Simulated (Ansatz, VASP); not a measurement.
# Hf3N in VASP and in Ansatz

```
Hf N
1.0
     5.74456    0.00000    0.00000
    -2.87228    4.97494    0.00000
     0.00000    0.00000    4.92722
Hf N
6 2
Direct
  0.83141 0.66281 0.25000
  0.16859 0.83141 0.75000
  0.33719 0.16859 0.25000
  0.16859 0.33719 0.75000
  0.83141 0.16859 0.25000
  0.66281 0.83141 0.75000
  0.33333 0.66667 0.25000
  0.66667 0.33333 0.75000
```

Alike in both runs: functional PBE; k mesh 6 × 6 × 8; occupations gaussian, width 0.1 eV; no spin polarisation.

Ansatz relaxed the structure, and its values are those at the end. VASP's run is a single point on that final structure, the one shown.

```csv
,VASP,Ansatz
version,VASP 6.6.1,Ansatz 0.2.0
potentials or method,"VASP PAW PBE potentials, release 64 (Hf_pv, N), cutoff 520 eV","scalar-relativistic, plane waves, PAW"
valence electrons in the cell,70,166
```

|  | VASP | Ansatz | Ansatz less VASP |
| --- | --- | --- | --- |
| gap on the k mesh at the Fermi level (eV) | none | none | - |
| pressure (GPa) | -0.6 | 0.0 | +0.62 |
| rms of the force components (eV/Å) | 0.005 | 0.000 | -0.0050 |

A gap of «none» marks a metal or a gap that the smearing closes. The functional is the same, so the differences come from potentials, cutoffs and numerics. VASP's potentials hold 70 valence electrons a cell and Ansatz's 166, so a difference there can come from the potentials and not from the codes.

Spin-orbit coupling is off throughout.
